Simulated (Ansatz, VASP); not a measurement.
# One calculation of HfO2, two programs

```
Hf O
1.0
     4.88122    0.00000    0.00000
     0.00000    4.88122    0.00000
     0.00000    0.00000    3.23789
Hf O
2 4
Direct
  0.00000 0.00000 0.93730
  0.50000 0.50000 0.56270
  0.17212 0.78248 0.47988
  0.32788 0.28248 0.02012
  0.67212 0.71752 0.02012
  0.82788 0.21752 0.47988
```

Change from the starting cell: mode 4 frozen in at -0.203 Å and mode 5 at -0.157 Å (largest displacements).

Alike in both runs: task single point; functional PBE; k mesh 6 × 6 × 8; occupations gaussian, width 0.05 eV; no spin polarisation.

|  | VASP | Ansatz |
| --- | --- | --- |
| version | VASP 6.6.1 | Ansatz 0.2.0 |
| potentials or method | VASP PAW PBE potentials, release 64 (Hf_pv, O), cutoff 520 eV | scalar-relativistic, plane waves, PAW |
| valence electrons in the cell | 44 | 76 |

Ansatz gave:

* gap on the k mesh at the Fermi level (eV): 4.17
* least direct gap on the mesh (eV): 4.17
* pressure (GPa): 0.1
* traceless stress, the component that is largest in VASP (GPa): -1.04
* rms of the force components (eV/Å): 0.449

Question: Estimate VASP's values.

Answer: gap on the k mesh at the Fermi level (eV): 4.11; least direct gap on the mesh (eV): 4.11; pressure (GPa): -2.6; traceless stress, the component that is largest in VASP (GPa): -0.87; rms of the force components (eV/Å): 0.445.

Atom by atom the forces differ by 0.036 eV/Å (rms over components). VASP's potentials hold 44 valence electrons a cell and Ansatz's 76, so a difference there can come from the potentials and not from the codes.

Spin-orbit coupling is off throughout.
